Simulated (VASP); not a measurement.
## W: single point with PBE

W, a slab with vacuum:

```
W
1.0
     2.75703    0.00000    0.00000
    -0.91901    2.59936    0.00000
     0.00000    0.00000   24.00444
W
5
Direct
  0.50000 0.50000 0.31244
  0.00000 0.00000 0.40622
  0.50000 0.50000 0.50000
  0.00000 0.00000 0.59378
  0.50000 0.50000 0.68756
```

- Program: VASP 6.6.1
- Task: single point
- Functional: PBE
- Potentials or basis: VASP PAW PBE potentials, release 64 (W_sv)
- Cutoff: 520 eV
- k mesh: 13 × 13 × 1
- Occupations: gaussian, width 0.5 eV
- Spin: no spin polarisation

```
Largest force          : 0.614 eV/Å
Band gap on the k mesh : zero (bands 35 and 36 overlap by 1.71 eV)
```

Forces in eV/Å, atoms in the order of the input:
```
W    0.000  0.000  0.572
W    0.000  0.000 -0.614
W    0.000  0.000  0.000
W    0.000  0.000  0.614
W    0.000  0.000 -0.572
```

Levels at points of the mesh, in eV from the Fermi level:
```csv
k point,band 31,band 32,band 33,band 34,band 35,band 36,band 37,band 38,band 39,band 40
"(0.00, 0.00, 0.00)",-1.40,-1.31,-1.25,-1.19,-0.82,-0.17,0.25,0.55,1.64,1.79
```

It took 16 min on 1 thread of Intel Xeon 8259CL (shared host), peak memory 0.45 GiB.

Caveat: so wide a smearing shifts energies and pressures; spin-orbit coupling is left out, which moves the levels of the heavy elements.
